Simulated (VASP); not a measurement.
# Hg (P-1) in VASP: further runs

The runs below take Hg through single point, with PBE.

Program: VASP 6.6.1. These are calculated values, not measurements. Logs are shortened: lines on timing, memory, paths and dates and some standing lists are left out, and cuts for length are marked.

**1. The cell of the first run**

The typed cell holds 1 atom: a = 3.472 Å, b = 3.535 Å, c = 9.554 Å, α = 77.90°, β = 93.68°, γ = 60.24°.

**2. Single point, PBE (strained)**

Contents of INCAR:

```
ALGO     = Normal         # electronic algorithm
EDIFF    = 1E-6           # SCF threshold, eV
ENCUT    = 520            # plane-wave cutoff, eV
GGA      = PE             # functional
ISIF     = 2              # what is computed and relaxed
ISMEAR   = 0              # smearing method
LASPH    = T              # aspherical terms in the spheres
LCHARG   = T              # write CHGCAR
LELF     = T              # ELF
LREAL    = F              # projectors in reciprocal space
LVHAR    = T            
LWAVE    = F              # write WAVECAR
NBANDS   = 12             # bands
NELM     = 80             # most SCF steps
PREC     = Accurate       # precision mode
SIGMA    = 0.02           # smearing width, eV
```

Contents of KPOINTS:

```
k-points
0
Gamma
  10 10 4
```

Contents of POSCAR:

```
Hg
1.0
    3.4702399927      0.0139061331     -0.1226852523
    1.7455613538      3.0734917500      0.0564618767
   -0.2957729756      2.3014040239      9.2678276077
Hg
1
Direct
    0.5000000000      0.0000000000      0.0000000000
```

Potentials or basis: VASP PAW PBE potentials, release 64 (Hg).

The run is started by

```console
$ cat potpaw_PBE.64/Hg/POTCAR > POTCAR
$ mpirun -np 1 vasp_std > vasp.out
```

OUTCAR:

```text
EDIFF = 1E-6
   ENCUT = 520
   GGA = PE
   ISIF = 2
   ISMEAR = 0
   LASPH = T
   LREAL = F
   NELM = 80
   PREC = Accurate

 ion  position               nearest neighbor table
   1  0.500  0.000  0.000-

  LATTYP: Found a triclinic cell.
 ALAT       =     3.4724358394
 B/A-ratio  =     1.0180295457
 C/A-ratio  =     2.6585104922
 COS(alpha) =     0.0207497213
 COS(beta)  =     0.1195744051
 COS(gamma) =     0.4963932514

  Lattice vectors:

 A1 = (   3.4702399927,   0.0139061331,  -0.1226852523)
 A2 = (   1.7455613538,   3.0734917500,   0.0564618767)
 A3 = (   1.4289056633,  -0.7581815930,   9.0886804787)

Analysis of symmetry for initial positions (statically):
=====================================================================
 Subroutine PRICEL returns:
 Original cell was already a primitive cell.

 Routine SETGRP: Setting up the symmetry group for a
 triclinic supercell.

 Subroutine GETGRP returns: Found  2 space group operations
 (whereof  2 operations were pure point group operations)
 out of a pool of  2 trial point group operations.

The static configuration has the point symmetry S_2 .

Analysis of symmetry for dynamics (positions and initial velocities):
=====================================================================
 Subroutine PRICEL returns:
 Original cell was already a primitive cell.

 Routine SETGRP: Setting up the symmetry group for a
 triclinic supercell.

 Subroutine GETGRP returns: Found  2 space group operations
 (whereof  2 operations were pure point group operations)
 out of a pool of  2 trial point group operations.

The dynamic configuration has the point symmetry S_2 .

 Subroutine INISYM returns: Found  2 space group operations
 (whereof  2 operations are pure point group operations),
 and found     1 'primitive' translations

----------------------------------------------------------------------------------------

                                     Primitive cell

  volume of cell :      97.5679

  direct lattice vectors                    reciprocal lattice vectors
     3.470239993  0.013906133 -0.122685252     0.290614665 -0.165979474  0.050490990
     1.745561354  3.073491750  0.056461877    -0.004214789  0.329261090 -0.081897231
    -0.295772976  2.301404024  9.267827608     0.003872764 -0.004203135  0.109067477

  length of vectors
     3.472435839  3.535042280  9.553877260     0.338460351  0.339319594  0.109217119

  position of ions in fractional coordinates (direct lattice)
     0.500000000  1.000000000  0.000000000

  ion indices of the primitive-cell ions
   primitive index   ion index
                 1           1

----------------------------------------------------------------------------------------

 KPOINTS: k-points

Automatic generation of k-mesh.
 Grid dimensions read from file:
 generate k-points for:   10   10    4

 Generating k-lattice:

  Cartesian coordinates                     Fractional coordinates (reciprocal lattice)
     0.029061466 -0.016597947  0.005049099     0.100000000 -0.000000000 -0.000000000
    -0.000421479  0.032926109 -0.008189723     0.000000000  0.100000000 -0.000000000
     0.000968191 -0.001050784  0.027266869     0.000000000  0.000000000  0.250000000

  Length of vectors
     0.033846035  0.033931959  0.027304280

  Shift w.r.t. Gamma in fractional coordinates (k-lattice)
     0.000000000  0.000000000  0.000000000

 Subroutine IBZKPT returns following result:
 ===========================================

 Found    204 irreducible k-points:

 Following reciprocal coordinates:
            Coordinates               Weight
  0.000000  0.000000  0.000000      1.000000
  0.100000 -0.000000  0.000000      2.000000
  0.200000 -0.000000  0.000000      2.000000
  0.300000 -0.000000  0.000000      2.000000
  0.400000 -0.000000  0.000000      2.000000
  0.500000  0.000000  0.000000      1.000000
[... 16 lines left out ...]
 -0.400000  0.200000 -0.000000      2.000000
 -0.300000  0.200000 -0.000000      2.000000
 [... further k-points ...]
   k-points           NKPTS =    204   k-points in BZ     NKDIM =    204   number of bands    NBANDS=     12
   number of dos      NEDOS =    301   number of ions     NIONS =      1
   total plane-waves  NPLWV =  56448
   dimension x,y,z NGX =    28 NGY =   28 NGZ =   72
   dimension x,y,z NGXF=    56 NGYF=   56 NGZF=  144
   ions per type =               1
   NGX,Y,Z   is equivalent  to a cutoff of  13.41, 13.17, 12.53 a.u.
   NGXF,Y,Z  is equivalent  to a cutoff of  26.81, 26.34, 25.06 a.u.
 SYSTEM =  unknown system
   PREC   = accura    normal or accurate (medium, high low for compatibility)
   ISTART =      0    job   : 0-new  1-cont  2-samecut
   ICHARG =      2    charge: 1-file 2-atom 10-const
   ISPIN  =      1    spin polarized calculation?
   LNONCOLLINEAR =      F non collinear calculations
   LSORBIT =      F    spin-orbit coupling
   LASPH  =      T    aspherical Exc in radial PAW
   ENCUT  =  520.0 eV  38.22 Ry    6.18 a.u.   6.46  6.57 17.76*2*pi/ulx,y,z
   NELM   =     80;   NELMIN=  2; NELMDL= -5     # of ELM steps
   EDIFF  = 0.1E-05   stopping-criterion for ELM
   LREAL  =      F    real-space projection
[... 7 lines left out ...]
   TEBEG  =    0.0;   TEEND  =   0.0 temperature during run
   PSTRESS=    0.0 pullay stress
   NELECT =      12.0000    total number of electrons
   NUPDOWN=      -1.0000    fix difference up-down
   EMIN   =  10.00;   EMAX   =-10.00  energy-range for DOS
   EFERMI =   0.00;   METHOD = LEGACY
   ISMEAR =     0;   SIGMA  =   0.02  broadening in eV -4-tet -1-fermi 0-gaus
   EFERMI_NEDOS =   21; number of points for ismear=-14 and -15
   IALGO  =     38    algorithm
   IMIX   =      4    mixing-type and parameters
     AMIX     =   0.40;   BMIX     =  1.00
     AMIX_MAG =   1.60;   BMIX_MAG =  1.00
  volume/ion in A,a.u.               =      97.57       658.42
  Fermi-wavevector in a.u.,A,eV,Ry     =   0.814141  1.538504  9.018291  0.662826
  Thomas-Fermi vector in A             =   1.923994
   LORBIT       =      0    0 simple, 1 ext, 2 COOP (PROOUT), +10 PAW based schemes
   GGA     = PE    functional components
   LHFCALC =     F    Hartree Fock is set to
   AEXX    =    0.0000 exact exchange contribution
   IVDW    =     0    specifies the selected vdW correction
   LEPSILON=     F    determine dielectric tensor
   LRPA    =     F    only Hartree local field effects (RPA)
 non-spin polarized calculation
 Gauss-broadening in eV      SIGMA  =   0.02
  energy-cutoff  :      520.00
  volume of cell :       97.57
 maximum number of plane-waves:      2663
 NGX is ok and might be reduce to    28
   NGX = 13   NGY = 13   NGZ = 35

 number of electron      12.0000001 magnetization

 Free energy of the ion-electron system (eV)
  ---------------------------------------------------
  ext. energy  EPLUGINS =         0.00000000
  ---------------------------------------------------
  free energy    TOTEN  =        -0.10252787 eV

  energy without entropy =       -0.10252787  energy(sigma->0) =       -0.10252787

 E-fermi :  -3.3370     XC(G=0):  -4.1242

 val. band max:       -3.4633696060   @ k =  -0.4000   0.3000   0.2500
 cond. band min:      -1.6950325888   @ k =   0.0000   0.5000   0.5000
 fundamental gap:      1.7683370172
 Fermi energy:        -3.3369952589

 k-point     1 :       0.0000    0.0000    0.0000
  band No.  band energies     occupation
      1      -8.9461      2.00000
      2      -8.5632      2.00000
      3      -8.4933      2.00000
      4      -8.1773      2.00000
      5      -8.1625      2.00000
      6      -7.4192      2.00000
      7      -1.3527      0.00000
      8       1.0824      0.00000
      9       4.8078      0.00000
     10       5.7756      0.00000
     11       9.2415      0.00000
     12       9.5989      0.00000

 k-point     2 :       0.1000   -0.0000    0.0000
  band No.  band energies     occupation
      1      -8.8542      2.00000
      2      -8.5360      2.00000
      3      -8.4845      2.00000
      4      -8.2124      2.00000
      5      -8.1838      2.00000
      6      -7.3027      2.00000
      7      -1.1519      0.00000
      8       1.2644      0.00000
      9       4.8261      0.00000
     10       6.0867      0.00000
     11       7.8425      0.00000
     12       8.7040      0.00000

 k-point     3 :       0.2000   -0.0000    0.0000
  band No.  band energies     occupation
      1      -8.7364      2.00000
      2      -8.5004      2.00000
      3      -8.3401      2.00000
      4      -8.3289      2.00000
      5      -8.2084      2.00000
      6      -6.8795      2.00000
      7      -0.5766      0.00000
      8       1.8103      0.00000
      9       4.8754      0.00000
     10       5.1063      0.00000
     11       6.9369      0.00000
     12       7.5569      0.00000

 k-point     4 :       0.3000   -0.0000    0.0000
  band No.  band energies     occupation
      1      -8.8007      2.00000
      2      -8.4628      2.00000
      3      -8.3428      2.00000
      4      -8.2380      2.00000
      5      -8.1390      2.00000
      6      -6.0228      2.00000
      7       0.3069      0.00000
      8       2.1671      0.00000
      9       2.7754      0.00000
     10       5.4284      0.00000
     11       6.4935      0.00000
     12       7.5430      0.00000

 k-point     5 :       0.4000   -0.0000    0.0000
  band No.  band energies     occupation
      1      -8.8825      2.00000
      2      -8.5638      2.00000
      3      -8.2617      2.00000
      4      -8.2356      2.00000
      5      -7.9664      2.00000
      6      -4.7614      2.00000
      7      -0.2122      0.00000
      8       1.3802      0.00000
      9       3.9860      0.00000
     10       5.3991      0.00000
     11       5.7647      0.00000
     12       6.5269      0.00000
[... 228 lines left out ...]
      1      -8.6235      2.00000
      2      -8.4919      2.00000
      3      -8.4728      2.00000
      4      -8.2826      2.00000
      5      -8.1000      2.00000
      6      -5.4551      2.00000
      7       0.8658      0.00000
      8       1.7615      0.00000
      9       3.0977      0.00000
     10       3.9988      0.00000
     11       6.3911      0.00000
     12       7.6580      0.00000

 k-point    22 :       0.5000    0.2000    0.0000
  band No.  band energies     occupation
      1      -8.6501      2.00000
      2      -8.5382      2.00000
      3      -8.3350      2.00000
      4      -8.3248      2.00000
      5      -8.0769      2.00000
      6      -4.2789      2.00000
      7       0.0915      0.00000
      8       1.9119      0.00000
      9       2.7963      0.00000
     10       4.2954      0.00000
     11       5.7858      0.00000
     12       7.2419      0.00000

 k-point    23 :      -0.4000    0.2000   -0.0000
  band No.  band energies     occupation
      1      -8.6666      2.00000
      2      -8.5471      2.00000
      3      -8.3602      2.00000
      4      -8.2189      2.00000
      5      -8.1129      2.00000
      6      -3.5345      2.00000
      7      -0.8446      0.00000
      8       2.3949      0.00000
      9       2.5490      0.00000
     10       4.8270      0.00000
     11       5.9244      0.00000
     12       6.6464      0.00000

 k-point    24 :      -0.3000    0.2000   -0.0000
  band No.  band energies     occupation
      1      -8.6442      2.00000
      2      -8.5262      2.00000
      3      -8.3392      2.00000
      4      -8.3216      2.00000
      5      -8.0959      2.00000
      6      -4.3674      2.00000
      7       0.2150      0.00000
      8       1.7889      0.00000
      9       2.7366      0.00000
     10       4.7146      0.00000
     11       5.7058      0.00000
     12       6.6218      0.00000

 [... further k-points ...]

------------------------ aborting loop because EDIFF is reached ----------------------------------------

  FORCE on cell =-STRESS in cart. coord.  units (eV):
  Direction    XX          YY          ZZ          XY          YZ          ZX
  --------------------------------------------------------------------------------------
  -------------------------------------------------------------------------------------
  Total        0.0633187      0.0276063     -0.0155327     -0.0045121      0.0019167     -0.0029669
  in kB        1.0397658      0.4533272     -0.2550646     -0.0740943      0.0314737     -0.0487194
  external PRESSURE =       0.4126761 kB  Pullay stress =       0.0000000 kB

 VOLUME and BASIS-vectors are now :
 -----------------------------------------------------------------------------
  energy-cutoff  :      520.00
  volume of cell :       97.57
      direct lattice vectors                 reciprocal lattice vectors
     3.470239993  0.013906133 -0.122685252     0.290614665 -0.165979474  0.050490990
     1.745561354  3.073491750  0.056461877    -0.004214789  0.329261090 -0.081897231
    -0.295772976  2.301404024  9.267827608     0.003872764 -0.004203135  0.109067477

 POSITION                                       TOTAL-FORCE (eV/Angst)
 -----------------------------------------------------------------------------------
      1.73512      0.00695     -0.06134         0.000000      0.000000      0.000000
 -----------------------------------------------------------------------------------
    total drift:                                0.000000     -0.000000     -0.000000

  FREE ENERGIE OF THE ION-ELECTRON SYSTEM (eV)
  ---------------------------------------------------
  free  energy   TOTEN  =        -0.1025278736 eV

  energy  without entropy=       -0.1025278736  energy(sigma->0) =       -0.10252787
```

Wall time 4.3 min (1 thread of Intel Xeon 8259CL, shared host); peak memory 0.39 GiB.

What came out:

- Free energy: -0.1025 eV
- Pressure: 0.0 GPa
- Band gap on the k mesh: 1.77 eV (least direct gap 2.12 eV)

Stress tensor (GPa, compression positive):
```
 0.10 -0.01  0.00
-0.01  0.05  0.00
 0.00  0.00 -0.03
```

Levels at points of the mesh, in eV from the valence-band top:
| k point | band 2 | band 3 | band 4 | band 5 | band 6 | band 7 | band 8 | band 9 | band 10 | band 11 |
| --- | --- | --- | --- | --- | --- | --- | --- | --- | --- | --- |
| (0.00, 0.00, 0.00) | -5.10 | -5.03 | -4.71 | -4.70 | -3.96 | 2.11 | 4.55 | 8.27 | 9.24 | 12.70 |
| (0.50, 0.00, 0.00) | -5.14 | -4.81 | -4.74 | -4.43 | -0.28 | 1.85 | 5.56 | 7.83 | 8.97 | 9.08 |
| (0.00, 0.50, 0.00) | -5.13 | -4.78 | -4.74 | -4.45 | -0.47 | 1.77 | 5.38 | 7.62 | 9.33 | 9.43 |
| (0.50, 0.50, 0.00) | -5.14 | -4.80 | -4.74 | -4.44 | -0.33 | 1.82 | 5.55 | 8.02 | 8.68 | 8.76 |
| (0.00, 0.00, 0.50) | -5.10 | -5.03 | -4.71 | -4.70 | -3.95 | 2.01 | 5.64 | 5.97 | 12.30 | 12.71 |
| (0.50, 0.00, 0.50) | -5.14 | -4.81 | -4.74 | -4.43 | -0.28 | 1.85 | 5.58 | 7.96 | 8.82 | 8.97 |
| (0.00, 0.50, 0.50) | -5.13 | -4.78 | -4.74 | -4.45 | -0.48 | 1.77 | 5.44 | 8.02 | 8.52 | 8.53 |
| (0.50, 0.50, 0.50) | -5.14 | -4.80 | -4.74 | -4.44 | -0.33 | 1.82 | 5.50 | 7.74 | 9.10 | 9.24 |

Caveat: the cell differs from its parent crystal (strained); spin-orbit coupling is left out, which moves the levels of the heavy elements. A k mesh can miss the band edges.

**3. Single point, PBE (strained)**

Contents of INCAR:

```
  ALGO = Normal
  EDIFF = 1E-6
  ENCUT = 520
  GGA = PE
  ISIF = 2
  ISMEAR = 0
  LASPH = T
  LCHARG = F
  LREAL = F
  LWAVE = F
  NBANDS = 12
  NELM = 80
  PREC = Accurate
  SIGMA = 0.02
```

KPOINTS is that of step 2.

Contents of POSCAR:

```
Hg
1.0
    3.5251878277      0.0716622626      0.0025037807
    1.8232571055      3.1285112671     -0.1164952260
    0.0552976995      1.6288094748      8.9646652666
Hg
1
Direct
    0.5000000000      0.0000000000      0.0000000000
```

Potentials or basis: VASP PAW PBE potentials, release 64 (Hg).

The run is started by

```console
$ cat potpaw_PBE.64/Hg/POTCAR > POTCAR
$ mpirun -np 1 vasp_std > vasp.out
```

Run time: 5.2 min. Hardware: 1 thread of Intel Xeon 8259CL, shared host; peak memory 0.39 GiB.

The run converged. Its results:

* Free energy: -0.1030 eV
* Pressure: 0.0 GPa
* Band gap on the k mesh: 1.86 eV (least direct gap 2.17 eV)

Levels at points of the mesh, in eV from the valence-band top:
```tsv
k point	band 3	band 4	band 5	band 6	band 7	band 8	band 9	band 10
(0.00, 0.00, 0.00)	-4.92	-4.66	-4.64	-3.82	2.24	4.62	8.52	9.50
(0.50, 0.00, 0.00)	-4.76	-4.67	-4.38	-0.16	2.01	5.73	8.21	8.53
(0.00, 0.50, 0.00)	-4.72	-4.68	-4.41	-0.45	1.89	5.46	7.83	8.74
(0.50, 0.50, 0.00)	-4.71	-4.68	-4.42	-0.53	1.86	5.42	7.93	8.53
(0.00, 0.00, 0.50)	-4.92	-4.66	-4.64	-3.82	2.12	5.76	6.12	12.30
(0.50, 0.00, 0.50)	-4.76	-4.67	-4.38	-0.16	2.01	5.67	7.84	8.53
(0.00, 0.50, 0.50)	-4.72	-4.68	-4.41	-0.45	1.89	5.44	7.72	8.94
(0.50, 0.50, 0.50)	-4.71	-4.68	-4.42	-0.53	1.86	5.36	7.59	9.18
```

Caveat: the cell differs from its parent crystal (strained); spin-orbit coupling is left out, which moves the levels of the heavy elements. A k mesh can miss the band edges.
